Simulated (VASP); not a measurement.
Input of a VASP 6.6.1 run:

File INCAR:

```
PREC = Accurate
ENCUT = 500
EDIFF = 1E-6
ISMEAR = 1
SIGMA = 0.25
LREAL = False
LASPH = True
NELM = 120
ALGO = Normal
ISIF = 2
LWAVE = False
LCHARG = True
GGA = PE
LELF = True
LVHAR = True
NBANDS = 14
GGA_COMPAT = False
```

The input KPOINTS:

```
regular mesh
0
Gamma
  14 14 14
```

POSCAR

```
Rh
1.0
    0.0000000000      1.8978500000      1.8978500000
    1.8978500000      0.0000000000      1.8978500000
    1.8978500000      1.8978500000      0.0000000000
Rh
1
Direct
    0.0000000000      0.0000000000      0.0000000000
```

Potentials or basis: VASP PAW PBE potentials, release 64 (Rh_pv).

The run is started by

```console
$ cat potpaw_PBE.64/Rh_pv/POTCAR > POTCAR
$ mpirun -np 1 vasp_std > vasp.out
```

Question: What does it give for the pressure?

Answer: 7.4 GPa.
